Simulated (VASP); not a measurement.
Wanted: the native input for a VASP 6.6.1 run.

```yaml
Task: single point
Functional: r2SCAN
Dispersion: D3(BJ)
Potentials_or_basis: VASP PAW PBE potentials, release 64 (C, H, F)
Cutoff: 520 eV
k_mesh: 1 × 1 × 1
Occupations: fermi-dirac, width 0.02 eV
Spin: no spin polarisation
Dipole_correction: no
Further_INCAR_settings: LREAL = Auto; ALGO = Normal; EDIFF = 1e-06; NBANDS = 94
```

The system is H6C3F4.

```xyz
39
Lattice="7.9057 0.0000 0.0000 0.0000 7.9057 0.0000 0.0000 0.0000 7.9057" Properties=species:S:1:pos:R:3 pbc="T T T"
C     7.1239    5.9287    0.3770
C     7.0444    4.6389    1.1623
C     7.0045    2.6217    5.7864
C     6.0983    2.6142    4.5731
C    -0.3095    7.0311    4.0500
C     0.8307    6.0204    4.2636
C     3.3805    4.6722    7.8969
C     2.8370    0.7875    7.4964
C     2.5854    1.8876    3.1645
H     8.0930    6.3179    0.2116
H     6.7286    5.7252   -0.6424
H     6.5440    6.7535    0.7928
H     6.0742    4.4920    1.6165
H     7.2011    3.8249    0.5023
H     7.7987    4.5171    1.9354
H     7.1420    3.6447    6.0025
H     6.6294    2.1719    6.6992
H     7.9432    2.1575    5.6106
H     5.8681    1.6388    4.1941
H     5.2349    3.2249    4.8592
H     6.5636    3.2121    3.7758
H    -1.1413    7.0754    4.7502
H     0.3118    8.0167    4.0416
H    -0.6797    6.9470    2.9803
H     1.4964    6.1084    3.3390
H     1.5990    6.2715    5.0142
H     0.3721    5.0318    4.4028
F     3.9623    5.8869    8.1657
F     2.3507    4.4359    8.7392
F     2.9639    4.7467    6.6413
F     4.2767    3.7163    8.0171
F     3.7011    1.0161    8.5025
F     2.0293   -0.1895    7.8449
F     2.1317    1.8967    7.2817
F     3.4148    0.4922    6.3602
F     3.2379    0.7197    3.2432
F     1.5385    1.8323    2.2496
F     2.0403    2.1861    4.3477
F     3.4495    2.8207    2.7366
```

One way to write it, as run:

POSCAR

```
H6C3F4
1.0
    7.9056630000      0.0000000000      0.0000000000
    0.0000000000      7.9056630000      0.0000000000
    0.0000000000      0.0000000000      7.9056630000
C H F
9 18 12
Direct
    0.9011135435      0.7499307775      0.0476873350
    0.8910574610      0.5867819056      0.1470211923
    0.8860104459      0.3316230403      0.7319310221
    0.7713837536      0.3306743533      0.5784587580
   -0.0391491517      0.8893751226      0.5122909995
    0.1050765761      0.7615300576      0.5393096063
    0.4276048701      0.5909940760      0.9988915541
    0.3588566829      0.0996121388      0.9482316663
    0.3270313951      0.2387655532      0.4002826834
    1.0236965578      0.7991613101      0.0267656236
    0.8511114122      0.7241897359     -0.0812582069
    0.8277610619      0.8542610531      0.1002825443
    0.7683353060      0.5682002888      0.2044736792
    0.9108786954      0.4838177393      0.0635367331
    0.9864700785      0.5713752281      0.2448118520
    0.9034030416      0.4610239521      0.7592658579
    0.8385634450      0.2747271165      0.8473925590
    1.0047481154      0.2729056374      0.7096937980
    0.7422653862      0.2072944420      0.5305184398
    0.6621709020      0.4079227764      0.6146480061
    0.8302402974      0.4063036838      0.4776070015
   -0.1443648686      0.8949787007      0.6008604212
    0.0394400824      1.0140452483      0.5112284700
   -0.0859763438      0.8787371787      0.3769829298
    0.1892820374      0.7726613189      0.4223554685
    0.2022600761      0.7932920996      0.6342542049
    0.0470675262      0.6364804571      0.5569172377
    0.5011976858      0.7446434284      1.0328924974
    0.2973438154      0.5611041098      1.1054354328
    0.3749084675      0.6004177006      0.8400686951
    0.5409666463      0.4700807510      1.0140958450
    0.4681580786      0.1285281197      1.0754948699
    0.2566894137     -0.0239701591      0.9923139906
    0.2696421540      0.2399166269      0.9210739188
    0.4319435321      0.0622591679      0.8045119049
    0.4095671672      0.0910360080      0.4102375727
    0.1946073340      0.2317705675      0.2845555142
    0.2580808213      0.2765232973      0.5499475503
    0.4363327908      0.3567948697      0.3461569257
```

INCAR.step1

```
SYSTEM = H6C3F4
  ALGO = Normal
  EDIFF = 1E-4
  ENCUT = 520
  GGA = PE
  ISMEAR = -1
  LASPH = .TRUE.
  LCHARG = .FALSE.
  LREAL = Auto
  LWAVE = .TRUE.
  NBANDS = 94
  NELM = 100
  PREC = Accurate
  SIGMA = 0.02
```

INCAR.step2

```
SYSTEM = H6C3F4
  ALGO = Normal
  EDIFF = 1E-6
  ENCUT = 520
  ISIF = 2
  ISMEAR = -1
  ISTART = 1
  IVDW = 12
  LASPH = .TRUE.
  LCHARG = .FALSE.
  LMIXTAU = .TRUE.
  LREAL = Auto
  LWAVE = .FALSE.
  METAGGA = R2SCAN
  NBANDS = 94
  NELM = 100
  PREC = Accurate
  SIGMA = 0.02
  VDW_A1 = 0.49484001
  VDW_A2 = 5.73083694
  VDW_S6 = 1.0
  VDW_S8 = 0.78981345
```

KPOINTS

```
k-points
0
G
  1 1 1
  0 0 0
```

Potentials or basis: VASP PAW PBE potentials, release 64 (C, H, F).

Run with:

```bash
$ cat potpaw_PBE.64/C/POTCAR potpaw_PBE.64/H/POTCAR potpaw_PBE.64/F/POTCAR > POTCAR
$ cp INCAR.step1 INCAR
$ mpirun -np 1 vasp_gam > vasp.out
$ cp INCAR.step2 INCAR
$ mpirun -np 1 vasp_gam > vasp.out
```

It gave:

```json
{
  "Pressure": "-0.3 GPa",
  "Largest force": "3.392 eV/Å",
  "Band gap on the k mesh": "7.04 eV",
  "Dispersion energy per atom": "-0.016 eV"
}
```

Caveat: the k points lie up to 0.79 Å⁻¹ apart; the PAW data sets were made with another functional, which shifts forces and pressure a little.

Wall time 2.6 min on 1 thread of Intel(R) Xeon(R) 6975P-C (Granite Rapids), on a shared host, peak memory 0.54 GiB.
